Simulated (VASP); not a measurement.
Input of a VASP 6.6.1 run:

The input INCAR:

```
SYSTEM = CsPbBr3
  PREC = Accurate
  ENCUT = 520
  EDIFF = 1E-6
  ISMEAR = -1
  SIGMA = 0.05
  LREAL = .False.
  LASPH = .True.
  NELM = 150
  ALGO = Normal
  ISIF = 2
  LWAVE = .False.
  LCHARG = .False.
  LNONCOLLINEAR = .True.
  MAGMOM = 0 0 0 0 0 0 0 0 0 0 0 0 0 0 0
  LORBIT = 11
  LSORBIT = .True.
  GGA_COMPAT = .False.
  LORBMOM = .True.
  GGA = PS
  NBANDS = 59
```

The input KPOINTS:

```
Automatic mesh
0
Gamma
  5 5 5
  0 0 0
```

File POSCAR:

```
CsPbBr3
1.0
    5.8700000000      0.0000000000      0.0000000000
    0.0000000000      5.8700000000      0.0000000000
    0.0000000000      0.0000000000      5.8700000000
Pb Cs Br
1 1 3
Direct
    0.5000000000      0.5000000000      0.5000000000
    0.0000000000      0.0000000000      0.0000000000
    0.5000000000      0.5000000000      0.0000000000
    0.5000000000      0.0000000000      0.5000000000
    0.0000000000      0.5000000000      0.5000000000
```

Potentials or basis: VASP PAW PBE potentials, release 64 (Pb_d, Cs_sv, Br).

The run is started by

```console
$ cat potpaw_PBE.64/Pb_d/POTCAR potpaw_PBE.64/Cs_sv/POTCAR potpaw_PBE.64/Br/POTCAR > POTCAR
$ mpirun -np 1 vasp_ncl > vasp.out
```

(1) Estimate the net moment.

(2) What does it give for the pressure?

Answers

(1) 0.00 μB per cell.

(2) -0.1 GPa.

Caveat: the PAW data sets were made with another functional, which shifts forces and pressure a little.
